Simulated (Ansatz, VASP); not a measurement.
One calculation of W, two programs

```xyz
2
Lattice="0.0000 -1.9865 -1.9865 0.0000 1.9865 -1.9865 3.9730 0.0000 0.0000" Properties=species:S:1:pos:R:3 pbc="T T T"
W     1.9457    0.0000   -1.9865
W     0.0408    0.0000    0.0000
```

Change from the starting cell: mode 4 frozen in at +0.000 Å and mode 6 at -0.041 Å (largest displacements).

Alike in both runs: task single point; functional LDA; k mesh 16 × 16 × 12; occupations gaussian, width 0.15 eV; no spin polarisation.

|  | VASP | Ansatz |
| --- | --- | --- |
| version | VASP 6.6.1 | Ansatz 0.2.0 |
| potentials or method | VASP PAW LDA potentials, release 64 (W_sv), cutoff 500 eV | scalar-relativistic, plane waves, PAW |
| valence electrons in the cell | 28 | 28 |

Ansatz gave:

```
gap on the k mesh at the Fermi level (eV)                     : none
pressure (GPa)                                                : 0.9
traceless stress, the component that is largest in VASP (GPa) : -2.35
rms of the force components (eV/Å)                            : 0.741
```

**Question.** Estimate VASP's values.

**Answer.** gap on the k mesh at the Fermi level (eV): none; pressure (GPa): 2.6; traceless stress, the component that is largest in VASP (GPa): -2.36; rms of the force components (eV/Å): 0.755.

Ansatz warns that its potentials were made for another functional, while VASP's fit it. LDA's correlation is that of Perdew and Zunger in VASP and of Perdew and Wang (1992) in Ansatz. Atom by atom the forces differ by 0.014 eV/Å (rms over components). A gap of «none» marks a metal or a gap that the smearing closes.

Spin-orbit coupling is off throughout.
